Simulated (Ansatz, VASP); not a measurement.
# Two plane-wave programs on BaTl3B

```
Ba Tl B
1.0
     8.24474    0.00000    0.00000
    -4.12237    7.14016    0.00000
     0.00000    0.00000    5.10192
Ba Tl B
2 6 2
Direct
  0.33333 0.66667 0.75000
  0.66667 0.33333 0.25000
  0.15623 0.31246 0.25000
  0.84377 0.15623 0.75000
  0.84377 0.68754 0.75000
  0.15623 0.84377 0.25000
  0.68754 0.84377 0.25000
  0.31246 0.15623 0.75000
  0.00000 0.00000 0.50000
  0.00000 0.00000 0.00000
```

Alike in both runs: functional PBE; k mesh 6 × 6 × 8; occupations gaussian, width 0.1 eV; no spin polarisation.

Ansatz relaxed the structure, and its values are those at the end. VASP's run is a single point on that final structure, the one shown.

|  | VASP | Ansatz |
| --- | --- | --- |
| version | VASP 6.6.1 | Ansatz 0.2.0 |
| potentials or method | VASP PAW PBE potentials, release 64 (Ba_sv, Tl_d, B), cutoff 520 eV | scalar-relativistic, plane waves, PAW |
| valence electrons in the cell | 104 | 104 |

```tsv
	VASP	Ansatz	Ansatz less VASP
gap on the k mesh at the Fermi level (eV)	none	none	-
pressure (GPa)	0.1	0.0	-0.10
rms of the force components (eV/Å)	0.007	0.001	-0.0059
```

A gap of «none» marks a metal or a gap that the smearing closes.

Spin-orbit coupling is off throughout.
